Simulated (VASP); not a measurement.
Here is a VASP 6.6.1 calculation.

Contents of INCAR:

```
PREC = Accurate
ENCUT = 520
EDIFF = 1E-6
ISMEAR = -1
SIGMA = 0.1
LREAL = F
LASPH = T
NELM = 80
ALGO = Normal
ISIF = 2
LWAVE = F
LCHARG = F
GGA = CA
NBANDS = 7
```

The input KPOINTS:

```
regular mesh
0
Gamma
  14 14 14
```

File POSCAR:

```
Mg
1.0
   -1.7303173476      1.7303173476      1.7303173476
    1.7303173476     -1.7303173476      1.7303173476
    1.7303173476      1.7303173476     -1.7303173476
Mg
1
Direct
    0.0000000000      0.0000000000      0.0000000000
```

Potentials or basis: VASP PAW LDA potentials, release 64 (Mg).

Run with:

```bash
$ cat potpaw_LDA.64/Mg/POTCAR > POTCAR
$ mpirun -np 1 vasp_std > vasp.out
```

Q: What does it give for the band gap on the k mesh?

A: Zero (band 1 reaches 7.13 eV, above the bottom of band 2 at 2.11 eV).

Q: Estimate the pressure.

A: 1.4 GPa.
